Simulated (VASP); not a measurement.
# BaS (F-43m) in VASP: single point with HSE06

Aim: the single point of BaS with HSE06.

Program: VASP 6.6.1. These are calculated values, not measurements. Logs are shortened: lines on timing, memory, paths and dates and some standing lists are left out, and cuts for length are marked.

### 1 The cell of the first run

It takes space group F-43m (No. 216, cubic). The conventional cell has a = 6.980 Å, b = 6.980 Å, c = 6.980 Å, α = 90.00°, β = 90.00°, γ = 90.00°. Ba (site symmetry -43m) has 4 S at 3.02 Å within 4.0 Å. Within 4.0 Å of S (site symmetry -43m) lie 4 Ba at 3.02 Å.

### 2 Single point, HSE06 (strain -0.8%)

Input file POSCAR:

```
BaS
1.0
    0.0000000000      3.4898487120      3.4898487120
    3.4898487120      0.0000000000      3.4898487120
    3.4898487120      3.4898487120      0.0000000000
Ba S
1 1
Direct
    0.0000000000      0.0000000000      0.0000000000
    0.2500000000      0.2500000000      0.2500000000
```

Input file INCAR.step1:

```
PREC = Accurate ; ENCUT = 520
EDIFF = 1E-5 ; ISMEAR = 0
SIGMA = 0.01 ; LREAL = F
LASPH = T ; NELM = 100
ALGO = Normal ; ISIF = 2
LWAVE = T ; LCHARG = F
NBANDS = 15 ; GGA = PE
```

Input file INCAR.step2:

```
PREC = Accurate ; ENCUT = 520
EDIFF = 1E-6 ; ISMEAR = 0
SIGMA = 0.01 ; LREAL = F
LASPH = T ; NELM = 100
ALGO = Normal ; ISIF = 2
LWAVE = F ; LCHARG = F
GGA = PE ; LHFCALC = T
HFSCREEN = 0.2079 ; PRECFOCK = Normal
NBANDS = 15 ; ISTART = 1
```

Input file KPOINTS:

```
Automatic mesh
0
Gamma
  4 4 4
```

Potentials or basis: VASP PAW PBE potentials, release 64 (Ba_sv, S).

On the command line:

```console
> cat potpaw_PBE.64/Ba_sv/POTCAR potpaw_PBE.64/S/POTCAR > POTCAR
> cp INCAR.step1 INCAR
> mpirun -np 1 vasp_std > vasp.out
> cp INCAR.step2 INCAR
> mpirun -np 1 vasp_std > vasp.out
```

OUTCAR:

```text
PREC = Accurate
   ENCUT = 520
   EDIFF = 1E-6
   ISMEAR = 0
   LREAL = F
   LASPH = T
   NELM = 100
   ISIF = 2
   GGA = PE
   LHFCALC = T
   HFSCREEN = 0.2079
   PRECFOCK = Normal
   ISTART = 1

 ion  position               nearest neighbor table
   1  0.000  0.000  0.000-   2 3.02   2 3.02   2 3.02   2 3.02
   2  0.250  0.250  0.250-   1 3.02   1 3.02   1 3.02   1 3.02

  LATTYP: Found a face centered cubic cell.
 ALAT       =     6.9796974240

  Lattice vectors:

 A1 = (   0.0000000000,   3.4898487120,   3.4898487120)
 A2 = (   3.4898487120,   0.0000000000,   3.4898487120)
 A3 = (   3.4898487120,   3.4898487120,   0.0000000000)

Analysis of symmetry for initial positions (statically):
=====================================================================
 Subroutine PRICEL returns:
 Original cell was already a primitive cell.

 Routine SETGRP: Setting up the symmetry group for a
 face centered cubic supercell.

 Subroutine GETGRP returns: Found 24 space group operations
 (whereof 24 operations were pure point group operations)
 out of a pool of 48 trial point group operations.

The static configuration has the point symmetry T_d .

Analysis of symmetry for dynamics (positions and initial velocities):
=====================================================================
 Subroutine PRICEL returns:
 Original cell was already a primitive cell.

 Routine SETGRP: Setting up the symmetry group for a
 face centered cubic supercell.

 Subroutine GETGRP returns: Found 24 space group operations
 (whereof 24 operations were pure point group operations)
 out of a pool of 48 trial point group operations.

The dynamic configuration has the point symmetry T_d .

 Subroutine INISYM returns: Found 24 space group operations
 (whereof 24 operations are pure point group operations),
 and found     1 'primitive' translations

----------------------------------------------------------------------------------------

                                     Primitive cell

  volume of cell :      85.0060

  direct lattice vectors                    reciprocal lattice vectors
     0.000000000  3.489848712  3.489848712    -0.143272686  0.143272686  0.143272686
     3.489848712  0.000000000  3.489848712     0.143272686 -0.143272686  0.143272686
     3.489848712  3.489848712  0.000000000     0.143272686  0.143272686 -0.143272686

  length of vectors
     4.935391379  4.935391379  4.935391379     0.248155572  0.248155572  0.248155572

  position of ions in fractional coordinates (direct lattice)
     0.000000000  0.000000000  0.000000000
     0.250000000  0.250000000  0.250000000

  ion indices of the primitive-cell ions
   primitive index   ion index
                 1           1
                 2           2

----------------------------------------------------------------------------------------

 KPOINTS: Automatic mesh

Automatic generation of k-mesh.
 Grid dimensions read from file:
 generate k-points for:    4    4    4

 Generating k-lattice:

  Cartesian coordinates                     Fractional coordinates (reciprocal lattice)
    -0.035818172  0.035818172  0.035818172     0.250000000  0.000000000  0.000000000
     0.035818172 -0.035818172  0.035818172     0.000000000  0.250000000  0.000000000
     0.035818172  0.035818172 -0.035818172     0.000000000  0.000000000  0.250000000

  Length of vectors
     0.062038893  0.062038893  0.062038893

  Shift w.r.t. Gamma in fractional coordinates (k-lattice)
     0.000000000  0.000000000  0.000000000

 Subroutine IBZKPT returns following result:
 ===========================================

 Found      8 irreducible k-points:

 Following reciprocal coordinates:
            Coordinates               Weight
  0.000000  0.000000  0.000000      1.000000
  0.250000  0.000000  0.000000      8.000000
  0.500000  0.000000  0.000000      4.000000
  0.250000  0.250000  0.000000      6.000000
  0.500000  0.250000  0.000000     24.000000
 -0.250000  0.250000  0.000000     12.000000
  0.500000  0.500000  0.000000      3.000000
 -0.250000  0.500000  0.250000      6.000000
   k-points           NKPTS =      8   k-points in BZ     NKDIM =     64   number of bands    NBANDS=     15
   number of dos      NEDOS =    301   number of ions     NIONS =      2
   total plane-waves  NPLWV =  64000
   dimension x,y,z NGX =    40 NGY =   40 NGZ =   40
   dimension x,y,z NGXF=    80 NGYF=   80 NGZF=   80
   ions per type =               1   1
   NGX,Y,Z   is equivalent  to a cutoff of  13.47, 13.47, 13.47 a.u.
   NGXF,Y,Z  is equivalent  to a cutoff of  26.95, 26.95, 26.95 a.u.
 SYSTEM =  unknown system
   PREC   = accura    normal or accurate (medium, high low for compatibility)
   ISTART =      1    job   : 0-new  1-cont  2-samecut
   ICHARG =      0    charge: 1-file 2-atom 10-const
   ISPIN  =      1    spin polarized calculation?
   LNONCOLLINEAR =      F non collinear calculations
   LSORBIT =      F    spin-orbit coupling
   LASPH  =      T    aspherical Exc in radial PAW
   ENCUT  =  520.0 eV  38.22 Ry    6.18 a.u.   9.18  9.18  9.18*2*pi/ulx,y,z
   NELM   =    100;   NELMIN=  2; NELMDL=  0     # of ELM steps
   EDIFF  = 0.1E-05   stopping-criterion for ELM
   LREAL  =      F    real-space projection
   EDIFFG = 0.1E-04   stopping-criterion for IOM
   NSW    =      0    number of steps for IOM
   IBRION =     -1    ionic relax: 0-MD 1-quasi-New 2-CG
   NFREE  =      0    steps in history (QN), initial steepest desc. (CG)
   ISIF   =      2    stress and relaxation
   ISYM   =      3    0-nonsym 1-usesym 2-fastsym
   POTIM  = 0.5000    time-step for ionic-motion
   TEBEG  =    0.0;   TEEND  =   0.0 temperature during run
   PSTRESS=    0.0 pullay stress
   NELECT =      16.0000    total number of electrons
   NUPDOWN=      -1.0000    fix difference up-down
   EMIN   =  10.00;   EMAX   =-10.00  energy-range for DOS
   EFERMI =   0.00;   METHOD = LEGACY
   ISMEAR =     0;   SIGMA  =   0.01  broadening in eV -4-tet -1-fermi 0-gaus
   EFERMI_NEDOS =   21; number of points for ismear=-14 and -15
   IALGO  =     38    algorithm
   IMIX   =      1    mixing-type and parameters
     AMIX     =   0.40;   BMIX     =  1.00
     AMIX_MAG =   1.60;   BMIX_MAG =  1.00
  volume/ion in A,a.u.               =      42.50       286.82
  Fermi-wavevector in a.u.,A,eV,Ry     =   0.938206  1.772952 11.976264  0.880231
  Thomas-Fermi vector in A             =   2.065394
   LORBIT       =      0    0 simple, 1 ext, 2 COOP (PROOUT), +10 PAW based schemes
   GGA     = PE    functional components
   LHFCALC =     T    Hartree Fock is set to
   PRECFOCK=normal    Normal, Fast or Accurate (Low or Medium for compatibility)
   ENCUT4O =  -1.0   cutoff for four orbital integrals eV
   NKREDX  =     1    reduce k-point grid by
   NKREDY  =     1    reduce k-point grid by
   NKREDZ  =     1    reduce k-point grid by
   AEXX    =    0.2500 exact exchange contribution
   HFSCREEN=    0.2079 screening length (either q_TF or 0.3 A-1)
   HFSCREENC=   0.2079 screening length for correlation (either q_TF or 0.3 A-1)
   ENCUTFOCK=  -1.0 apply spherical cutoff to Coloumb kernel
   IVDW    =     0    specifies the selected vdW correction
   LEPSILON=     F    determine dielectric tensor
   LRPA    =     F    only Hartree local field effects (RPA)
 non-spin polarized calculation
 Gauss-broadening in eV      SIGMA  =   0.01
  energy-cutoff  :      520.00
  volume of cell :       85.01
 maximum number of plane-waves:      2302
 NGX is ok and might be reduce to    40
  NGX = 28; NGY = 28; NGZ = 28

 number of electron      15.9999998 magnetization

 Free energy of the ion-electron system (eV)
  ---------------------------------------------------
  ext. energy  EPLUGINS =         0.00000000
  ---------------------------------------------------
  free energy    TOTEN  =       -11.03783622 eV

  energy without entropy =      -11.03783622  energy(sigma->0) =      -11.03783622

 E-fermi :  -0.6785     XC(G=0):  -6.1169

 val. band max:       -0.7347219196   @ k =  -0.2500   0.5000   0.2500
 cond. band min:       2.9527340851   @ k =   0.0000   0.0000   0.0000
 fundamental gap:      3.6874560047
 Fermi energy:        -0.6784956646

 k-point     1 :       0.0000    0.0000    0.0000
  band No.  band energies     occupation
      1     -28.4747      2.00000
      2     -12.6087      2.00000
      3     -12.6087      2.00000
      4     -12.6087      2.00000
      5     -11.7151      2.00000
      6      -1.4964      2.00000
      7      -1.4964      2.00000
      8      -1.4964      2.00000
      9       2.9527      0.00000
     10       5.4855      0.00000
     11       5.4855      0.00000
     12       7.4834      0.00000
     13       7.4834      0.00000
     14       7.4834      0.00000
     15      10.6290      0.00000

 k-point     2 :       0.2500    0.0000    0.0000
  band No.  band energies     occupation
      1     -28.4648      2.00000
      2     -13.1783      2.00000
      3     -12.6348      2.00000
      4     -12.6348      2.00000
      5     -11.1368      2.00000
      6      -1.5454      2.00000
      7      -1.3427      2.00000
      8      -1.3427      2.00000
      9       4.0773      0.00000
     10       5.2097      0.00000
     11       5.2097      0.00000
     12       6.9126      0.00000
     13       8.0157      0.00000
     14       8.0157      0.00000
     15       8.1849      0.00000

 k-point     3 :       0.5000    0.0000    0.0000
  band No.  band energies     occupation
      1     -28.4548      2.00000
      2     -13.5182      2.00000
      3     -12.6605      2.00000
      4     -12.6605      2.00000
      5     -10.8028      2.00000
      6      -1.3793      2.00000
      7      -1.2022      2.00000
      8      -1.2022      2.00000
      9       4.7544      0.00000
     10       5.6687      0.00000
     11       5.6687      0.00000
     12       5.7167      0.00000
     13       6.8962      0.00000
     14       6.8962      0.00000
     15       9.2232      0.00000

 k-point     4 :       0.2500    0.2500    0.0000
  band No.  band energies     occupation
      1     -28.4615      2.00000
      2     -13.2660      2.00000
      3     -12.6732      2.00000
      4     -12.6732      2.00000
      5     -10.9835      2.00000
      6      -1.8024      2.00000
      7      -1.1493      2.00000
      8      -1.1493      2.00000
      9       4.0472      0.00000
     10       4.6580      0.00000
     11       6.0576      0.00000
     12       7.4964      0.00000
     13       7.6230      0.00000
     14       7.6230      0.00000
     15       9.5543      0.00000

 k-point     5 :       0.5000    0.2500    0.0000
  band No.  band energies     occupation
      1     -28.4516      2.00000
      2     -13.5462      2.00000
      3     -12.7545      2.00000
      4     -12.6988      2.00000
      5     -10.6482      2.00000
      6      -1.6240      2.00000
      7      -1.0244      2.00000
      8      -0.9768      2.00000
      9       3.9079      0.00000
     10       4.9549      0.00000
     11       5.9859      0.00000
     12       7.1991      0.00000
     13       7.2008      0.00000
     14       7.9873      0.00000
     15       9.3957      0.00000

 k-point     6 :      -0.2500    0.2500    0.0000
  band No.  band energies     occupation
      1     -28.4549      2.00000
      2     -13.4619      2.00000
      3     -12.7557      2.00000
      4     -12.6609      2.00000
      5     -10.7534      2.00000
      6      -1.4202      2.00000
      7      -1.2247      2.00000
      8      -1.1677      2.00000
      9       4.3211      0.00000
     10       4.9412      0.00000
     11       5.4190      0.00000
     12       6.7768      0.00000
     13       7.7675      0.00000
     14       8.2253      0.00000
     15       8.7748      0.00000

 k-point     7 :       0.5000    0.5000    0.0000
  band No.  band energies     occupation
      1     -28.4483      2.00000
      2     -13.6320      2.00000
      3     -12.7364      2.00000
      4     -12.7364      2.00000
      5     -10.5573      2.00000
      6      -1.9246      2.00000
      7      -0.7427      2.00000
      8      -0.7427      2.00000
      9       3.6530      0.00000
     10       4.8814      0.00000
     11       6.8089      0.00000
     12       6.8089      0.00000
     13       6.9527      0.00000
     14       9.1558      0.00000
     15       9.4482      0.00000

 k-point     8 :      -0.2500    0.5000    0.2500
  band No.  band energies     occupation
      1     -28.4483      2.00000
      2     -13.6018      2.00000
      3     -12.7890      2.00000
      4     -12.7397      2.00000
      5     -10.5310      2.00000
      6      -1.4015      2.00000
      7      -1.2990      2.00000
      8      -0.7347      2.00000
      9       3.6088      0.00000
     10       4.5970      0.00000
     11       6.4412      0.00000
     12       6.8890      0.00000
     13       8.0919      0.00000
     14       9.0651      0.00000
     15       9.2909      0.00000

------------------------ aborting loop because EDIFF is reached ----------------------------------------

  FORCE on cell =-STRESS in cart. coord.  units (eV):
  Direction    XX          YY          ZZ          XY          YZ          ZX
  --------------------------------------------------------------------------------------
  -------------------------------------------------------------------------------------
  Total        0.5010034      0.5010034      0.5010034      0.0000000     -0.0000000      0.0000000
  in kB        9.4428153      9.4428153      9.4428153      0.0000000     -0.0000000      0.0000000
  external PRESSURE =       9.4428153 kB  Pullay stress =       0.0000000 kB

 VOLUME and BASIS-vectors are now :
 -----------------------------------------------------------------------------
  energy-cutoff  :      520.00
  volume of cell :       85.01
      direct lattice vectors                 reciprocal lattice vectors
     0.000000000  3.489848712  3.489848712    -0.143272686  0.143272686  0.143272686
     3.489848712  0.000000000  3.489848712     0.143272686 -0.143272686  0.143272686
     3.489848712  3.489848712  0.000000000     0.143272686  0.143272686 -0.143272686

 POSITION                                       TOTAL-FORCE (eV/Angst)
 -----------------------------------------------------------------------------------
      0.00000      0.00000      0.00000        -0.000000     -0.000000     -0.000000
      1.74492      1.74492      1.74492         0.000000      0.000000      0.000000
 -----------------------------------------------------------------------------------
    total drift:                               -0.000012      0.000009      0.000007

  FREE ENERGIE OF THE ION-ELECTRON SYSTEM (eV)
  ---------------------------------------------------
  free  energy   TOTEN  =       -11.0378362187 eV

  energy  without entropy=      -11.0378362187  energy(sigma->0) =      -11.03783622
```

It took 7.9 min on 1 thread of Intel Xeon Platinum 8259CL at 2.50GHz (Skylake/Cascade Lake), shared host; peak memory 0.35 GiB.

Results:

| Item | Value |
| --- | --- |
| Free energy | -11.0378 eV |
| Pressure | 0.9 GPa |
| Band gap on the k mesh | 3.69 eV (least direct gap 4.34 eV) |

Levels at points of the mesh, in eV from the valence-band top:
```csv
k point,band 4,band 5,band 6,band 7,band 8,band 9,band 10,band 11,band 12,band 13
"(0.00, 0.00, 0.00)",-11.87,-10.98,-0.76,-0.76,-0.76,3.69,6.22,6.22,8.22,8.22
"(0.50, 0.00, 0.00)",-11.93,-10.07,-0.64,-0.47,-0.47,5.49,6.40,6.40,6.45,7.63
"(0.50, 0.50, 0.00)",-12.00,-9.82,-1.19,-0.01,-0.01,4.39,5.62,7.54,7.54,7.69
```

Caveat: the cell differs from its parent crystal (strain -0.8%); the structure was generated, so it needn't be the stable form of BaS; the PAW data sets were made with another functional, which shifts forces and pressure a little; spin-orbit coupling is left out, which moves the levels of the heavy elements. A k mesh can miss the band edges.
